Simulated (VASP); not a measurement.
# SiO2 (P4_2/mnm) in VASP: notebook

The runs below take SiO2 through single point, with r2SCAN.

Program: VASP 6.6.1. These are calculated values, not measurements. Logs are shortened: lines on timing, memory, paths and dates and some standing lists are left out, and cuts for length are marked.

**1. The cell of the first run**

Symmetry: P4_2/mnm, No. 136, tetragonal system. The conventional cell has a = 4.018 Å, b = 4.018 Å, c = 2.775 Å, α = 90.00°, β = 90.00°, γ = 90.00°. Within 2.3 Å of Si (site symmetry mmm) lie 6 O at 1.74 to 1.77 Å. O (site symmetry m2m) has 3 Si at 1.74 to 1.77 Å and 1 O at 2.20 Å within 2.3 Å.

**2. Single point, r2SCAN (strain -0.040 along x and y, +0.040 along z)**

Input file POSCAR:

```
SiO2
1.0
    4.0179898332      0.0000000000      0.0000000000
    0.0000000000      4.0179898332      0.0000000000
    0.0000000000      0.0000000000      2.7754947722
Si O
2 4
Direct
    0.5000000000      0.5000000000      0.5000000000
    0.0000000000      0.0000000000      0.0000000000
    0.6938852014      0.6938852014      0.0000000000
    0.1938852014      0.8061147986      0.5000000000
    0.3061147986      0.3061147986      0.0000000000
    0.8061147986      0.1938852014      0.5000000000
```

Input file INCAR.step1:

```
SYSTEM = SiO2
  PREC = Accurate
  ENCUT = 520
  ISMEAR = 0
  SIGMA = 0.05
  LREAL = .FALSE.
  LASPH = .TRUE.
  NELM = 60
  NBANDS = 25
  GGA = PE
  ALGO = Normal
  EDIFF = 1E-4
  LWAVE = .TRUE.
  LCHARG = .FALSE.
```

Input file INCAR.step2:

```
SYSTEM = SiO2
  PREC = Accurate
  ENCUT = 520
  EDIFF = 1E-7
  ISMEAR = 0
  SIGMA = 0.05
  LREAL = .FALSE.
  LASPH = .TRUE.
  NELM = 60
  ALGO = Normal
  ISIF = 2
  LWAVE = .FALSE.
  LCHARG = .TRUE.
  METAGGA = R2SCAN
  LMIXTAU = .TRUE.
  LELF = .TRUE.
  LVHAR = .TRUE.
  NBANDS = 25
  ISTART = 1
```

Input file KPOINTS:

```
Automatic mesh
0
G
  6 6 8
  0 0 0
```

Potentials or basis: VASP PAW PBE potentials, release 64 (Si, O).

On the command line:

```console
$ cat potpaw_PBE.64/Si/POTCAR potpaw_PBE.64/O/POTCAR > POTCAR
$ cp INCAR.step1 INCAR
$ mpirun -np 1 vasp_std > vasp.out
$ cp INCAR.step2 INCAR
$ mpirun -np 1 vasp_std > vasp.out
```

OUTCAR:

```text
SYSTEM = SiO2
   PREC = Accurate
   ENCUT = 520
   EDIFF = 1E-7
   ISMEAR = 0
   LREAL = .FALSE.
   LASPH = .TRUE.
   NELM = 60
   ISIF = 2
   METAGGA = R2SCAN
   ISTART = 1

 ion  position               nearest neighbor table
   1  0.500  0.500  0.500-   4 1.74   6 1.74   5 1.77   3 1.77   3 1.77   5 1.77
   2  0.000  0.000  0.000-   3 1.74   5 1.74   4 1.77   6 1.77   4 1.77   6 1.77
   3  0.694  0.694  0.000-   2 1.74   1 1.77   1 1.77
   4  0.194  0.806  0.500-   1 1.74   2 1.77   2 1.77
   5  0.306  0.306  0.000-   2 1.74   1 1.77   1 1.77
   6  0.806  0.194  0.500-   1 1.74   2 1.77   2 1.77

  LATTYP: Found a simple tetragonal cell.
 ALAT       =     4.0179898332
 C/A-ratio  =     0.6907669973

  Lattice vectors:

 A1 = (   4.0179898332,   0.0000000000,   0.0000000000)
 A2 = (   0.0000000000,   4.0179898332,   0.0000000000)
 A3 = (   0.0000000000,   0.0000000000,   2.7754947722)

Analysis of symmetry for initial positions (statically):
=====================================================================
 Subroutine PRICEL returns:
 Original cell was already a primitive cell.

 Routine SETGRP: Setting up the symmetry group for a
 simple tetragonal supercell.

 Subroutine GETGRP returns: Found 16 space group operations
 (whereof  8 operations were pure point group operations)
 out of a pool of 16 trial point group operations.

The static configuration has the point symmetry D_2h.
 The point group associated with its full space group is D_4h.

Analysis of symmetry for dynamics (positions and initial velocities):
=====================================================================
 Subroutine PRICEL returns:
 Original cell was already a primitive cell.

 Routine SETGRP: Setting up the symmetry group for a
 simple tetragonal supercell.

 Subroutine GETGRP returns: Found 16 space group operations
 (whereof  8 operations were pure point group operations)
 out of a pool of 16 trial point group operations.

The dynamic configuration has the point symmetry D_2h.
 The point group associated with its full space group is D_4h.

 Subroutine INISYM returns: Found 16 space group operations
 (whereof  8 operations are pure point group operations),
 and found     1 'primitive' translations

----------------------------------------------------------------------------------------

                                     Primitive cell

  volume of cell :      44.8083

[... 100 lines left out ...]
   IBRION =     -1    ionic relax: 0-MD 1-quasi-New 2-CG
   NFREE  =      0    steps in history (QN), initial steepest desc. (CG)
   ISIF   =      2    stress and relaxation
   ISYM   =      2    0-nonsym 1-usesym 2-fastsym
   POTIM  = 0.5000    time-step for ionic-motion
   TEBEG  =    0.0;   TEEND  =   0.0 temperature during run
   PSTRESS=    0.0 pullay stress
   NELECT =      32.0000    total number of electrons
   NUPDOWN=      -1.0000    fix difference up-down
   EMIN   =  10.00;   EMAX   =-10.00  energy-range for DOS
   EFERMI =   0.00;   METHOD = LEGACY
   ISMEAR =     0;   SIGMA  =   0.05  broadening in eV -4-tet -1-fermi 0-gaus
   EFERMI_NEDOS =   21; number of points for ismear=-14 and -15
   IALGO  =     38    algorithm
   IMIX   =      4    mixing-type and parameters
     AMIX     =   0.40;   BMIX     =  1.00
     AMIX_MAG =   1.60;   BMIX_MAG =  1.00
  volume/ion in A,a.u.               =       7.47        50.40
  Fermi-wavevector in a.u.,A,eV,Ry     =   1.463318  2.765271 29.134160  2.141300
  Thomas-Fermi vector in A             =   2.579427
   LORBIT       =      0    0 simple, 1 ext, 2 COOP (PROOUT), +10 PAW based schemes
   METAGGA = R2SCAN    functional components
   LHFCALC =     F    Hartree Fock is set to
   AEXX    =    0.0000 exact exchange contribution
   IVDW    =     0    specifies the selected vdW correction
   LEPSILON=     F    determine dielectric tensor
   LRPA    =     F    only Hartree local field effects (RPA)
 non-spin polarized calculation
 Gauss-broadening in eV      SIGMA  =   0.05
  energy-cutoff  :      520.00
  volume of cell :       44.81
 maximum number of plane-waves:      1234
 NGX is ok and might be reduce to    30
   NGX = 15   NGY = 15   NGZ = 11

 number of electron      32.0000024 magnetization

 Free energy of the ion-electron system (eV)
  ---------------------------------------------------
  ext. energy  EPLUGINS =         0.00000000
  ---------------------------------------------------
  free energy    TOTEN  =       -58.43508182 eV

  energy without entropy =      -58.43508182  energy(sigma->0) =      -58.43508182

 E-fermi :   8.6623     XC(G=0): -13.1246

 val. band max:        8.4280451889   @ k =   0.0000   0.0000   0.0000
 cond. band min:      15.1046506738   @ k =   0.0000   0.0000   0.0000
 fundamental gap:      6.6766054849
 Fermi energy:         8.6623433427

 k-point     1 :       0.0000    0.0000    0.0000
  band No.  band energies     occupation
      1     -15.4429      2.00000
      2     -11.4573      2.00000
      3     -11.4573      2.00000
      4     -11.0679      2.00000
      5      -2.7965      2.00000
      6       1.8368      2.00000
[... 661 lines left out ...]
     24      22.2243      0.00000
     25      23.6144      0.00000

 [... further k-points ...]

------------------------ aborting loop because EDIFF is reached ----------------------------------------

  FORCE on cell =-STRESS in cart. coord.  units (eV):
  Direction    XX          YY          ZZ          XY          YZ          ZX
  --------------------------------------------------------------------------------------
  -------------------------------------------------------------------------------------
  Total        7.1395529      7.1395529     -3.0405013     -0.0000000      0.0000000      0.0000000
  in kB      255.2839521    255.2839521   -108.7170592     -0.0000000      0.0000000      0.0000000
  external PRESSURE =     133.9502816 kB  Pullay stress =       0.0000000 kB

 VOLUME and BASIS-vectors are now :
 -----------------------------------------------------------------------------
  energy-cutoff  :      520.00
  volume of cell :       44.81
      direct lattice vectors                 reciprocal lattice vectors
     4.017989833  0.000000000  0.000000000     0.248880670  0.000000000  0.000000000
     0.000000000  4.017989833  0.000000000     0.000000000  0.248880670  0.000000000
     0.000000000  0.000000000  2.775494772     0.000000000  0.000000000  0.360296121

 POSITION                                       TOTAL-FORCE (eV/Angst)
 -----------------------------------------------------------------------------------
      2.00899      2.00899      1.38775        -0.000000      0.000000      0.000000
      0.00000      0.00000      0.00000        -0.000000      0.000000      0.000000
      2.78802      2.78802      0.00000         0.487458      0.487458     -0.000000
      0.77903      3.23896      1.38775         0.487458     -0.487458      0.000000
      1.22997      1.22997      0.00000        -0.487458     -0.487458      0.000000
      3.23896      0.77903      1.38775        -0.487458      0.487458     -0.000000
 -----------------------------------------------------------------------------------
    total drift:                               -0.000000      0.000000     -0.000000

  FREE ENERGIE OF THE ION-ELECTRON SYSTEM (eV)
  ---------------------------------------------------
  free  energy   TOTEN  =       -58.4350818247 eV

  energy  without entropy=      -58.4350818247  energy(sigma->0) =      -58.43508182
```

OSZICAR.step1:

```text
N       E                     dE             d eps       ncg     rms          rms(c)
DAV:   1     0.133936342024E+03    0.13394E+03   -0.17845E+04  2524   0.124E+03
DAV:   2    -0.441093072166E+02   -0.17805E+03   -0.17126E+03  3101   0.282E+02
DAV:   3    -0.506307352575E+02   -0.65214E+01   -0.64960E+01  3318   0.514E+01
DAV:   4    -0.506705710249E+02   -0.39836E-01   -0.39823E-01  2900   0.466E+00
DAV:   5    -0.506708663267E+02   -0.29530E-03   -0.29526E-03  3357   0.380E-01    0.182E+01
DAV:   6    -0.457891236416E+02    0.48817E+01   -0.13313E+01  3100   0.248E+01    0.842E+00
DAV:   7    -0.458193175274E+02   -0.30194E-01   -0.81792E-01  3134   0.532E+00    0.300E+00
DAV:   8    -0.458319096370E+02   -0.12592E-01   -0.26151E-02  3107   0.138E+00    0.112E+00
DAV:   9    -0.458380139340E+02   -0.61043E-02   -0.94796E-03  3144   0.817E-01    0.257E-01
DAV:  10    -0.458382179896E+02   -0.20406E-03   -0.35272E-04  3119   0.131E-01    0.385E-02
DAV:  11    -0.458382036121E+02    0.14377E-04   -0.62811E-05  2008   0.586E-02
   1 F= -.45838204E+02 E0= -.45838204E+02  d E =-.560662E-12
```

Run time: 2.8 min. Hardware: 1 thread of Intel Xeon Platinum 8259CL at 2.50GHz (Skylake/Cascade Lake), shared host; peak memory 0.18 GiB.

What came out:

| Property | Result |
| --- | --- |
| Free energy | -58.4351 eV |
| Pressure | 13.4 GPa |
| Largest force | 0.689 eV/Å |
| Band gap on the k mesh | 6.68 eV, direct |

Forces on the atoms (eV/Å):
```
Si   0.000  0.000  0.000
Si   0.000  0.000  0.000
O    0.487  0.487  0.000
O    0.487 -0.487  0.000
O   -0.487 -0.487  0.000
O   -0.487  0.487  0.000
```

Stress tensor (GPa, compression positive):
```
 25.53   0.00   0.00
  0.00  25.53   0.00
  0.00   0.00 -10.87
```

Caveat: the cell differs from its parent crystal (strain -0.040 along x and y, +0.040 along z); the PAW data sets were made with another functional, which shifts forces and pressure a little. A k mesh can miss the band edges.

**3. Single point, r2SCAN (strain -0.040 along x and y, +0.080 along z)**

Changes to POSCAR since step 2:

```diff
@@ -4,3 +4,3 @@
     0.0000000000      4.0179898332      0.0000000000
-    0.0000000000      0.0000000000      2.7754947722
+    0.0000000000      0.0000000000      2.8822445712
 Si O
```

Input file INCAR.step1:

```
PREC = Accurate
ENCUT = 520
ISMEAR = 0
SIGMA = 0.05
LREAL = False
LASPH = True
NELM = 100
NBANDS = 25
GGA = PE
ALGO = Normal
EDIFF = 1E-4
LWAVE = True
LCHARG = False
```

Input file INCAR.step2:

```
PREC = Accurate
ENCUT = 520
EDIFF = 1E-6
ISMEAR = 0
SIGMA = 0.05
LREAL = False
LASPH = True
NELM = 100
ALGO = Normal
ISIF = 2
LWAVE = False
LCHARG = False
METAGGA = R2SCAN
LMIXTAU = True
NBANDS = 25
ISTART = 1
```

Input file KPOINTS:

```
regular mesh
0
Gamma
  6 6 8
```

Potentials or basis: VASP PAW PBE potentials, release 64 (Si, O).

On the command line:

```console
$ cat potpaw_PBE.64/Si/POTCAR potpaw_PBE.64/O/POTCAR > POTCAR
$ cp INCAR.step1 INCAR
$ mpirun -np 1 vasp_std > vasp.out
$ cp INCAR.step2 INCAR
$ mpirun -np 1 vasp_std > vasp.out
```

Run time: 2.9 min. Hardware: 1 thread of Intel Xeon Platinum 8259CL at 2.50GHz (Skylake/Cascade Lake), shared host; peak memory 0.18 GiB.

The run converged. Its results:

- Free energy: -58.1898 eV
- Pressure: -0.5 GPa
- Largest force: 0.743 eV/Å
- Band gap on the k mesh: 6.05 eV, direct

Forces in eV/Å, atoms in the order of the input:
```
Si   0.000  0.000  0.000
Si   0.000  0.000  0.000
O    0.525  0.525  0.000
O    0.525 -0.525  0.000
O   -0.525 -0.525  0.000
O   -0.525  0.525  0.000
```

Stress tensor (GPa, compression positive):
```
 16.37   0.00   0.00
  0.00  16.37   0.00
  0.00   0.00 -34.35
```

Levels at points of the mesh, in eV from the valence-band top:
| k point | band 12 | band 13 | band 14 | band 15 | band 16 | band 17 | band 18 | band 19 | band 20 | band 21 |
| --- | --- | --- | --- | --- | --- | --- | --- | --- | --- | --- |
| (0.00, 0.00, 0.00) | -3.49 | -2.70 | -0.67 | -0.67 | 0.00 | 6.05 | 6.15 | 7.98 | 7.98 | 11.21 |
| (0.50, 0.00, 0.00) | -3.76 | -2.89 | -2.89 | -0.91 | -0.91 | 7.81 | 7.81 | 8.79 | 8.79 | 13.36 |
| (0.50, 0.50, 0.00) | -3.71 | -2.93 | -2.93 | -1.80 | -1.80 | 7.51 | 7.51 | 10.06 | 10.06 | 14.91 |
| (0.00, 0.00, 0.50) | -4.24 | -3.32 | -3.32 | -2.48 | -2.48 | 10.48 | 10.48 | 13.31 | 13.31 | 13.86 |
| (0.50, 0.00, 0.50) | -3.83 | -1.90 | -1.90 | -1.57 | -1.57 | 10.22 | 10.22 | 12.13 | 12.13 | 13.54 |
| (0.50, 0.50, 0.50) | -4.02 | -1.36 | -1.36 | -1.32 | -1.32 | 8.64 | 8.64 | 12.56 | 12.56 | 13.07 |

Caveat: the cell differs from its parent crystal (strain -0.040 along x and y, +0.080 along z); the PAW data sets were made with another functional, which shifts forces and pressure a little. A k mesh can miss the band edges.

[end of part 1 of 2]
